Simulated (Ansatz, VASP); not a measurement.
**BaTiO3 in VASP and in Ansatz**

Contents of INCAR:

```
PREC = Accurate
ENCUT = 520
EDIFF = 1E-6
ISMEAR = 0
SIGMA = 0.05
LREAL = False
LASPH = True
NELM = 80
ALGO = Normal
ISIF = 2
LWAVE = False
LCHARG = False
GGA = PE
NBANDS = 28
```

Contents of KPOINTS:

```
Automatic mesh
0
Gamma
  6 6 6
```

The input POSCAR:

```
BaTiO3
1.0
    2.8630706910      1.6529946342      2.3563003940
   -2.8630706910      1.6529946342      2.3563003940
    0.0000000000     -3.3059892684      2.3563003940
Ba Ti O
1 1 3
Direct
    0.0049545205      0.0049545205      0.0049545205
    0.5191875227      0.5191875227      0.5191875227
    0.5131501694      0.5131501694      1.0025265867
    0.4883938465      0.9777702638      0.4883938465
    0.9777702638      0.4883938465      0.4883938465
```

Input for Ansatz:

```yaml
crystal:
  lattice:
    - [2.863070691, 1.6529946342, 2.356300394]
    - [-2.863070691, 1.6529946342, 2.356300394]
    - [0.0, -3.3059892684, 2.356300394]
  atoms:
    - { symbol: Ba, position: [0.0049545205, 0.0049545205, 0.0049545205] }
    - { symbol: Ti, position: [0.5191875227, 0.5191875227, 0.5191875227] }
    - { symbol: O, position: [0.5131501694, 0.5131501694, 1.0025265867] }
    - { symbol: O, position: [0.4883938465, 0.9777702638, 0.4883938465] }
    - { symbol: O, position: [0.9777702638, 0.4883938465, 0.4883938465] }
basis:
  ecutwfc: 420
kpoints:
  mp_grid: { grid: [6, 6, 6] }
hamiltonian:
  xc: pbe
scf:
  occupations: { method: gaussian, width: 0.05 }
output:
  forces: true
  stress: true
  eigenvalues: true
```

Alike in both runs: task single point; functional PBE; k mesh 6 × 6 × 6; occupations gaussian, width 0.05 eV; no spin polarisation.

|  | VASP | Ansatz |
| --- | --- | --- |
| version | VASP 6.6.1 | Ansatz 0.2.0 |
| potentials or method | VASP PAW PBE potentials, release 64 (Ba_sv, Ti_sv, O), cutoff 520 eV | scalar-relativistic, plane waves, PAW |
| valence electrons in the cell | 40 | 40 |

VASP gave:

* gap on the k mesh at the Fermi level (eV): 2.09
* least direct gap on the mesh (eV): 2.45
* pressure (GPa): 0.5
* traceless stress, the component that is largest in VASP (GPa): 0.90
* rms of the force components (eV/Å): 0.342

Task: Which values does Ansatz return?

Result: gap on the k mesh at the Fermi level (eV): 2.15; least direct gap on the mesh (eV): 2.47; pressure (GPa): -1.1; traceless stress, the component that is largest in VASP (GPa): 0.82; rms of the force components (eV/Å): 0.340.

Atom by atom the forces differ by 0.032 eV/Å (rms over components).

Spin-orbit coupling is off throughout.
